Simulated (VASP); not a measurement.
A run of VASP 6.6.1:

INCAR

```
SYSTEM = Mo
ALGO = Fast ; EDIFF = 1E-6
ENCUT = 520 ; GGA = PS
ISIF = 2 ; ISMEAR = 0
LASPH = .TRUE. ; LCHARG = .TRUE.
LELF = .TRUE. ; LREAL = .FALSE.
LVHAR = .TRUE. ; LWAVE = .FALSE.
NBANDS = 21 ; NELM = 100
PREC = Accurate ; SIGMA = 0.15
```

The input KPOINTS:

```
k-points
0
G
  24 24 14
  0 0 0
```

Contents of POSCAR:

```
Mo
1.0
   -1.5646534271      1.5646534271      1.5646534271
    1.5646534271     -1.5646534271      1.5646534271
    3.1293068543      3.1293068543      0.0000000000
Mo
2
Direct
   -0.0169472062      0.0169472062      0.0000000000
    0.5169472062      0.4830527938      0.5000000000
```

Potentials or basis: VASP PAW PBE potentials, release 64 (Mo_sv).

The run is started by

```bash
$ cat potpaw_PBE.64/Mo_sv/POTCAR > POTCAR
$ mpirun -np 1 vasp_std > vasp.out
```

Hardware: 1 thread of Oxide Virtual Turin-like Processor (shared host).

Estimate the wall time of this run.

Run time: 18 min on 1 thread of Oxide Virtual Turin-like Processor, on a shared host, peak memory 0.63 GiB. Counts: scf iterations 13, k points 1256.
